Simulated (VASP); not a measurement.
# PbO (Fm-3m) in VASP: G0W0 quasiparticle levels with PBE

Aim: the G0W0 quasiparticle levels of PbO with PBE.

Program: VASP 6.6.1. These are calculated values, not measurements. Logs are shortened: lines on timing, memory, paths and dates and some standing lists are left out, and cuts for length are marked.

### Step 1. The cell of the first run

It takes space group Fm-3m (No. 225, cubic). Conventional cell: a = 5.213 Å, b = 5.213 Å, c = 5.213 Å, α = 90.00°, β = 90.00°, γ = 90.00°. Pb (site symmetry m-3m) has 6 O at 2.61 Å within 3.4 Å. Within 3.4 Å of O (site symmetry m-3m) lie 6 Pb at 2.61 Å.

### Step 2. G0W0 quasiparticle levels, PBE

File POSCAR:

```
PbO
1.0
    0.0000000000      2.6065174966      2.6065174966
    2.6065174966      0.0000000000      2.6065174966
    2.6065174966      2.6065174966      0.0000000000
Pb O
1 1
Direct
    0.0000000000      0.0000000000      0.0000000000
    0.5000000000      0.5000000000      0.5000000000
```

File INCAR.step1:

```
SYSTEM = PbO
ALGO = Normal
EDIFF = 1E-8
ENCUT = 500
GGA = PE
ISMEAR = 0
LASPH = .True.
LCHARG = .False.
LREAL = .False.
LWAVE = .True.
NELM = 80
PREC = Accurate
SIGMA = 0.01
```

File INCAR.step2:

```
SYSTEM = PbO
ALGO = Exact
EDIFF = 1E-8
ENCUT = 500
GGA = PE
ISMEAR = 0
ISTART = 1
LASPH = .True.
LCHARG = .False.
LOPTICS = .True.
LREAL = .False.
LWAVE = .True.
NBANDS = 91
NELM = 1
PREC = Accurate
SIGMA = 0.01
```

File INCAR.step3:

```
SYSTEM = PbO
ALGO = EVGW0
EDIFF = 1E-8
ENCUT = 500
ENCUTGW = 100.0
GGA = PE
ISMEAR = 0
ISTART = 1
LASPH = .True.
LCHARG = .False.
LREAL = .False.
LWAVE = .False.
NBANDS = 91
NBANDSGW = 19
NELMGW = 1
NOMEGA = 96
OMEGAMAX = 20
PREC = Accurate
PRECFOCK = Fast
SIGMA = 0.01
```

File KPOINTS:

```
k-points
0
Gamma
  6 6 6
  0 0 0
```

Potentials or basis: VASP PAW PBE potentials, release 64 (Pb_d_GW, O_GW).

Command:

```
$ cat potpaw_PBE.64/Pb_d_GW/POTCAR potpaw_PBE.64/O_GW/POTCAR > POTCAR
$ cp INCAR.step1 INCAR
$ mpirun -np 1 vasp_std > vasp.out
$ cp INCAR.step2 INCAR
$ mpirun -np 1 vasp_std > vasp.out
$ cp INCAR.step3 INCAR
$ mpirun -np 1 vasp_std > vasp.out
```

OUTCAR:

```text
SYSTEM = PbO
   EDIFF = 1E-8
   ENCUT = 500
   ENCUTGW = 100.0
   GGA = PE
   ISMEAR = 0
   ISTART = 1
   LASPH = .True.
   LREAL = .False.
   NELMGW = 1
   PREC = Accurate
   PRECFOCK = Fast

 ion  position               nearest neighbor table
   1  0.000  0.000  0.000-
   2  0.500  0.500  0.500-

  LATTYP: Found a face centered cubic cell.
 ALAT       =     5.2130349932

  Lattice vectors:

 A1 = (   0.0000000000,   2.6065174966,   2.6065174966)
 A2 = (   2.6065174966,   0.0000000000,   2.6065174966)
 A3 = (   2.6065174966,   2.6065174966,   0.0000000000)

Analysis of symmetry for initial positions (statically):
=====================================================================
 Subroutine PRICEL returns:
 Original cell was already a primitive cell.

 Routine SETGRP: Setting up the symmetry group for a
 face centered cubic supercell.

 Subroutine GETGRP returns: Found 48 space group operations
 (whereof 48 operations were pure point group operations)
 out of a pool of 48 trial point group operations.

The static configuration has the point symmetry O_h .

Analysis of symmetry for dynamics (positions and initial velocities):
=====================================================================
 Subroutine PRICEL returns:
 Original cell was already a primitive cell.

 Routine SETGRP: Setting up the symmetry group for a
 face centered cubic supercell.

 Subroutine GETGRP returns: Found 48 space group operations
 (whereof 48 operations were pure point group operations)
 out of a pool of 48 trial point group operations.

The dynamic configuration has the point symmetry O_h .

 Subroutine INISYM returns: Found 48 space group operations
 (whereof 48 operations are pure point group operations),
 and found     1 'primitive' translations

----------------------------------------------------------------------------------------

                                     Primitive cell

  volume of cell :      35.4170

  direct lattice vectors                    reciprocal lattice vectors
     0.000000000  2.606517497  2.606517497    -0.191826834  0.191826834  0.191826834
     2.606517497  0.000000000  2.606517497     0.191826834 -0.191826834  0.191826834
     2.606517497  2.606517497  0.000000000     0.191826834  0.191826834 -0.191826834

  length of vectors
     3.686172394  3.686172394  3.686172394     0.332253823  0.332253823  0.332253823

  position of ions in fractional coordinates (direct lattice)
     0.000000000  0.000000000  0.000000000
     0.500000000  0.500000000  0.500000000

  ion indices of the primitive-cell ions
   primitive index   ion index
                 1           1
                 2           2

----------------------------------------------------------------------------------------

 KPOINTS: k-points

Automatic generation of k-mesh.
 Grid dimensions read from file:
 generate k-points for:    6    6    6

 Generating k-lattice:

  Cartesian coordinates                     Fractional coordinates (reciprocal lattice)
    -0.031971139  0.031971139  0.031971139     0.166666667  0.000000000  0.000000000
     0.031971139 -0.031971139  0.031971139     0.000000000  0.166666667  0.000000000
     0.031971139  0.031971139 -0.031971139     0.000000000  0.000000000  0.166666667

  Length of vectors
     0.055375637  0.055375637  0.055375637

  Shift w.r.t. Gamma in fractional coordinates (k-lattice)
     0.000000000  0.000000000  0.000000000

 Subroutine IBZKPT returns following result:
 ===========================================

 Found     16 irreducible k-points:

 Following reciprocal coordinates:
            Coordinates               Weight
  0.000000  0.000000  0.000000      1.000000
  0.166667  0.000000  0.000000      8.000000
  0.333333  0.000000  0.000000      8.000000
  0.500000  0.000000  0.000000      4.000000
  0.166667  0.166667  0.000000      6.000000
  0.333333  0.166667  0.000000     24.000000
[... 8 lines left out ...]
 -0.333333  0.333333  0.166667     24.000000
 -0.333333  0.500000  0.166667     12.000000
   k-points           NKPTS =     16   k-points in BZ     NKDIM =    216   number of bands    NBANDS=     91
   number of dos      NEDOS =    301   number of ions     NIONS =      2
   total plane-waves  NPLWV =  21952
   dimension x,y,z NGX =    28 NGY =   28 NGZ =   28
   dimension x,y,z NGXF=    56 NGYF=   56 NGZF=   56
   ions per type =               1   1
   NGX,Y,Z   is equivalent  to a cutoff of  12.63, 12.63, 12.63 a.u.
   NGXF,Y,Z  is equivalent  to a cutoff of  25.26, 25.26, 25.26 a.u.
 SYSTEM =  PbO
   PREC   = accura    normal or accurate (medium, high low for compatibility)
   ISTART =      1    job   : 0-new  1-cont  2-samecut
   ICHARG =      0    charge: 1-file 2-atom 10-const
   ISPIN  =      1    spin polarized calculation?
   LNONCOLLINEAR =      F non collinear calculations
   LSORBIT =      F    spin-orbit coupling
   LASPH  =      T    aspherical Exc in radial PAW
   ENCUT  =  500.0 eV  36.75 Ry    6.06 a.u.   6.72  6.72  6.72*2*pi/ulx,y,z
   NELM   =     60;   NELMIN=  2; NELMDL=  0     # of ELM steps
   EDIFF  = 0.1E-07   stopping-criterion for ELM
   LREAL  =      F    real-space projection
   EDIFFG = 0.1E-06   stopping-criterion for IOM
   NSW    =      0    number of steps for IOM
   IBRION =     -1    ionic relax: 0-MD 1-quasi-New 2-CG
   NFREE  =      0    steps in history (QN), initial steepest desc. (CG)
   ISIF   =      0    stress and relaxation
   ISYM   =      3    0-nonsym 1-usesym 2-fastsym
   POTIM  = 0.5000    time-step for ionic-motion
   TEBEG  =    0.0;   TEEND  =   0.0 temperature during run
   PSTRESS=    0.0 pullay stress
   NELECT =      22.0000    total number of electrons
   NUPDOWN=      -1.0000    fix difference up-down
   EMIN   =  10.00;   EMAX   =-10.00  energy-range for DOS
   EFERMI =   0.00;   METHOD = LEGACY
   ISMEAR =     0;   SIGMA  =   0.01  broadening in eV -4-tet -1-fermi 0-gaus
   EFERMI_NEDOS =   21; number of points for ismear=-14 and -15
   IALGO  =     38    algorithm
   IMIX   =      4    mixing-type and parameters
     AMIX     =   0.40;   BMIX     =  1.00
     AMIX_MAG =   1.60;   BMIX_MAG =  1.00
  volume/ion in A,a.u.               =      17.71       119.50
  Fermi-wavevector in a.u.,A,eV,Ry     =   1.396835  2.639635 26.546977  1.951148
  Thomas-Fermi vector in A             =   2.520150
   LORBIT       =      0    0 simple, 1 ext, 2 COOP (PROOUT), +10 PAW based schemes
   GGA     = PE    functional components
   LHFCALC =     T    Hartree Fock is set to
   PRECFOCK=fast      Normal, Fast or Accurate (Low or Medium for compatibility)
   ENCUT4O =  -1.0   cutoff for four orbital integrals eV
   NKREDX  =     1    reduce k-point grid by
   NKREDY  =     1    reduce k-point grid by
   NKREDZ  =     1    reduce k-point grid by
   AEXX    =    1.0000 exact exchange contribution
   HFSCREEN=    0.0000 screening length (either q_TF or 0.3 A-1)
   HFSCREENC=   0.0000 screening length for correlation (either q_TF or 0.3 A-1)
   ENCUTFOCK=  -1.0 apply spherical cutoff to Coloumb kernel
   IVDW    =     0    specifies the selected vdW correction
   LEPSILON=     F    determine dielectric tensor
   LRPA    =     F    only Hartree local field effects (RPA)
   LRPAFORCE           =     F    calculate RPA forces
   ENCUTGW             = 100.0    cutoff for response function in eV
   ENCUTGWSOFT         =  80.0    soft cutoff for Coulomb kernel in GW response function in eV
   ENCUTLF             =  -1.0    cutoff for local field effects
   NELMGW              =     1    number of iterations in solving QP/BSE equation
   NELMHF              =     1    number of iterations in the inner HF iteration
   NKREDLFX            =     1    NKREDLFY  =   1   NKREDLFZ  =   1
 non-spin polarized calculation
 Gauss-broadening in eV      SIGMA  =   0.01
  energy-cutoff  :      500.00
  volume of cell :       35.42
 maximum number of plane-waves:       934
  NGX = 16; NGY = 16; NGZ = 16
   NGX = 13   NGY = 13   NGZ = 13
 maximum number of plane-waves:        92
 NGX is ok and might be reduce to    14

 QP shifts <psi_nk| G(iteration)W_0 |psi_nk>: iteration 1
 for sc-GW calculations column KS-energies equals QP-energies in previous step
 and V_xc(KS)=  KS-energies - (<T + V_ion + V_H > + <T+V_H+V_ion>^1  + <V_x>^1)

 k-point   1 :       0.0000    0.0000    0.0000
  band No.  KS-energies  QP-energies   sigma(KS)   V_xc(KS)     V^pw_x(r,r')   Z            occupation Imag(sigma)

      1    -135.3479    -157.8954     -28.4332       5.4434     -36.1717       0.6656       2.0000       0.2592
      2     -14.1457     -14.5129     -18.6256     -18.0131     -29.2859       0.5995       2.0000       1.3735
      3     -12.7736     -19.7031     -20.0249      -9.8440     -25.1802       0.6806       2.0000       0.1902
      4     -12.7736     -19.7031     -20.0249      -9.8440     -25.1802       0.6806       2.0000       0.1902
      5     -12.7736     -19.7031     -20.0249      -9.8440     -25.1802       0.6806       2.0000       0.1902
      6     -12.6464     -19.7436     -20.1738      -9.8890     -25.3884       0.6901       2.0000       0.2208
[... 11 lines left out ...]
     18      15.0332      14.4529      -9.2614      -8.4946      -3.8949       0.7567       0.0000      -0.3507
     19      17.5791      17.1727     -10.4374      -9.9654      -4.6470       0.8609       0.0000      -0.8778

 k-point   2 :       0.1667    0.0000    0.0000
  band No.  KS-energies  QP-energies   sigma(KS)   V_xc(KS)     V^pw_x(r,r')   Z            occupation Imag(sigma)

      1    -135.3480    -157.8071     -28.4331       5.4422     -36.1718       0.6630       2.0000       0.2592
      2     -13.9963     -14.3703     -18.8959     -18.2591     -29.5456       0.5874       2.0000       1.2917
      3     -12.7742     -19.7037     -20.0170      -9.8475     -25.1768       0.6814       2.0000       0.1987
      4     -12.7544     -19.7137     -20.0481      -9.8506     -25.2049       0.6825       2.0000       0.1962
      5     -12.7544     -19.7137     -20.0481      -9.8506     -25.2049       0.6825       2.0000       0.1962
      6     -12.6535     -19.7394     -20.1722      -9.8960     -25.3887       0.6896       2.0000       0.2374
[... 11 lines left out ...]
     18      17.6676      17.3694      -9.3135      -8.9323      -3.4826       0.7821       0.0000      -0.6560
     19      20.3792      20.3529     -10.2412     -10.2101      -4.3245       0.8465       0.0000      -1.0497
[... 280 lines left out ...]
      1    -135.3478    -157.9103     -28.4329       5.4436     -36.1717       0.6660       2.0000       0.2590
      2     -14.0030     -16.0842     -19.5939     -16.0705     -28.7998       0.5907       2.0000       0.8647
      3     -12.7482     -19.7118     -20.0258      -9.8506     -25.1910       0.6844       2.0000       0.2166
      4     -12.7204     -19.6875     -20.0634      -9.8698     -25.2220       0.6835       2.0000       0.2020
      5     -12.6600     -19.7646     -20.1668      -9.9083     -25.3860       0.6926       2.0000       0.2710
      6     -12.5945     -19.6932     -20.2184      -9.8790     -25.3538       0.6866       2.0000       0.1946
[... 11 lines left out ...]
     18      20.8646      21.0697      -9.9258     -10.1844      -4.1721       0.7931       0.0000      -0.7063
     19      21.4040      21.5615     -10.2345     -10.4280      -4.2098       0.8139       0.0000      -1.0391

 k-point  16 :      -0.3333    0.5000    0.1667
  band No.  KS-energies  QP-energies   sigma(KS)   V_xc(KS)     V^pw_x(r,r')   Z            occupation Imag(sigma)

      1    -135.3477    -158.0238     -28.4329       5.4440     -36.1717       0.6694       2.0000       0.2589
      2     -14.1537     -16.3892     -19.4895     -15.7138     -28.5879       0.5921       2.0000       0.8577
      3     -12.8033     -19.7089     -19.9652      -9.8319     -25.1301       0.6815       2.0000       0.2045
      4     -12.6560     -19.6894     -20.1361      -9.8603     -25.2709       0.6845       2.0000       0.1937
      5     -12.6195     -19.7646     -20.2102      -9.9159     -25.4364       0.6941       2.0000       0.2634
      6     -12.5757     -19.6864     -20.2343      -9.8749     -25.3522       0.6864       2.0000       0.1821
[... 11 lines left out ...]
     18      21.7334      21.9750     -10.5328     -10.8398      -4.6592       0.7870       0.0000      -0.8842
     19      22.7659      22.8959      -9.3080      -9.4777      -3.2874       0.7659       0.0000      -0.7533
```

It took 6.1 min on 1 thread of Intel Xeon 6975P-C (Granite Rapids), shared host; peak memory 0.61 GiB.

What came out:

```
Quasiparticle gap                                   : 0.77 eV
Least direct quasiparticle gap                      : 0.98 eV
Band gap of the starting levels on the mesh         : 0.55 eV
Least direct gap of the starting levels on the mesh : 0.55 eV
```

Caveat: bands, screening cutoff and mesh are small and nothing is extrapolated, so the quasiparticle values aren't converged; the structure was generated, so it needn't be the stable form of PbO; spin-orbit coupling is left out, which moves the levels of the heavy elements.
